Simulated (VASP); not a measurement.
Wanted: the native input for a VASP 6.6.1 run.

* Task: single point
* Functional: LDA
* Potentials or basis: VASP PAW LDA potentials, release 64 (Cu, O)
* Cutoff: 520 eV
* k mesh: 10 × 10 × 5
* Occupations: fermi-dirac, width 0.05 eV
* Spin: no spin polarisation
* Dipole correction: no
* Further INCAR settings: ALGO = Normal; EDIFF = 1e-07; NBANDS = 25

The structure of CuO (Tenorite) lies in POSCAR:

```
CuO
1.0
    2.3877802882     -1.7448634230      0.0000000000
    2.3877802882      1.7448634230      0.0000000000
   -0.8666988638      0.0000000000      5.1570684890
Cu O
2 2
Direct
    0.5000000000      0.0000000000      0.5000000000
    0.0000000000      0.5000000000      0.0000000000
    0.4184000000      0.5816000000      0.7500000000
    0.5816000000      0.4184000000      0.2500000000
```

This cell differs from its parent crystal: volume scaled by 1.06.

The input as run:

INCAR

```
SYSTEM = CuO
PREC = Accurate
ENCUT = 520
EDIFF = 1E-7
ISMEAR = -1
SIGMA = 0.05
LREAL = .False.
LASPH = .True.
NELM = 60
ALGO = Normal
ISIF = 2
LWAVE = .False.
LCHARG = .False.
NBANDS = 25
```

KPOINTS

```
regular mesh
0
Gamma
  10 10 5
  0 0 0
```

Potentials or basis: VASP PAW LDA potentials, release 64 (Cu, O).

Launch:

```console
$ cat potpaw_LDA.64/Cu/POTCAR potpaw_LDA.64/O/POTCAR > POTCAR
$ mpirun -np 1 vasp_std > vasp.out
```

Results of the run:

```json
{"Pressure": "-17.1 GPa", "Largest force": "0.585 eV/Å", "Band gap on the k mesh": "zero (band 17 reaches 4.87 eV, above the bottom of band 18 at 4.27 eV)"}
```

Caveat: semilocal functionals often make such compounds metallic where correlation or magnetic order opens a gap, which also shifts bond lengths.

Run time: 49 s on 1 thread of Intel(R) Xeon(R) 6975P-C (Granite Rapids), on a shared host, peak memory 0.23 GiB.
